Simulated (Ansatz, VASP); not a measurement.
**Two plane-wave programs on Si**

POSCAR

```
Si
1.0
   -3.8319083606      0.0000000000      0.0000000000
   -1.9159541803     -3.3185299852      0.0000000000
    0.0000000000      0.0000000000     14.6836398318
Si
8
Direct
    0.3333333333      0.3333333333      0.5671200043
    0.3333333333      0.3333333333      0.1352230095
    0.6666666667      0.6666666667      0.7830685017
    0.6666666667      0.6666666667      0.3511715069
    0.3333333333      0.3333333333      0.7285709801
    0.3333333333      0.3333333333      0.2966739853
    0.6666666667      0.6666666667      0.0807254879
    0.6666666667      0.6666666667      0.5126224827
```

Contents of INCAR.step1:

```
PREC = Accurate
ENCUT = 520
ISMEAR = 0
SIGMA = 0.05
LREAL = F
LASPH = T
NELM = 80
NBANDS = 26
GGA = PE
ALGO = Normal
EDIFF = 1E-4
LWAVE = T
LCHARG = F
```

INCAR.step2

```
PREC = Accurate
ENCUT = 520
EDIFF = 1E-6
ISMEAR = 0
SIGMA = 0.05
LREAL = F
LASPH = T
NELM = 80
ALGO = Normal
ISIF = 2
LWAVE = F
LCHARG = T
METAGGA = R2SCAN
LMIXTAU = T
LELF = T
LVHAR = T
NBANDS = 26
ISTART = 1
```

KPOINTS

```
regular mesh
0
Gamma
  8 8 2
```

Input for Ansatz:

```yaml
crystal:
  lattice:
    - [-3.8319083606, 0.0, 0.0]
    - [-1.9159541803, -3.3185299852, 0.0]
    - [0.0, 0.0, 14.6836398318]
  atoms:
    - { symbol: Si, position: [0.3333333333, 0.3333333333, 0.5671200043] }
    - { symbol: Si, position: [0.3333333333, 0.3333333333, 0.1352230095] }
    - { symbol: Si, position: [0.6666666667, 0.6666666667, 0.7830685017] }
    - { symbol: Si, position: [0.6666666667, 0.6666666667, 0.3511715069] }
    - { symbol: Si, position: [0.3333333333, 0.3333333333, 0.7285709801] }
    - { symbol: Si, position: [0.3333333333, 0.3333333333, 0.2966739853] }
    - { symbol: Si, position: [0.6666666667, 0.6666666667, 0.0807254879] }
    - { symbol: Si, position: [0.6666666667, 0.6666666667, 0.5126224827] }
basis:
  ecutwfc: 500
kpoints:
  mp_grid: { grid: [8, 8, 2] }
hamiltonian:
  xc: r2scan
scf:
  occupations: { method: gaussian, width: 0.05 }
output:
  forces: true
  stress: true
  eigenvalues: true
  write_density: true
  write_potential: true
  elf: true
  volumetric_format: npy
```

Alike in both runs: task single point; functional r2SCAN; k mesh 8 × 8 × 2; occupations gaussian, width 0.05 eV; no spin polarisation.

|  | VASP | Ansatz |
| --- | --- | --- |
| version | VASP 6.6.1 | Ansatz 0.2.0 |
| potentials or method | VASP PAW PBE potentials, release 64 (Si), cutoff 520 eV | scalar-relativistic, plane waves, PAW |
| valence electrons in the cell | 32 | 32 |

Ansatz gave:

```
gap on the k mesh at the Fermi level (eV)                     : none
pressure (GPa)                                                : -1.0
traceless stress, the component that is largest in VASP (GPa) : -1.49
rms of the force components (eV/Å)                            : 0.219
```

Problem. Estimate VASP's values.

Solution. gap on the k mesh at the Fermi level (eV): none; pressure (GPa): -1.2; traceless stress, the component that is largest in VASP (GPa): -1.49; rms of the force components (eV/Å): 0.220.

VASP's potentials were made for PBE, not for r2SCAN. Atom by atom the forces differ by 0.007 eV/Å (rms over components). A gap of «none» marks a metal or a gap that the smearing closes. The functional is the same, so the differences come from potentials, cutoffs and numerics.
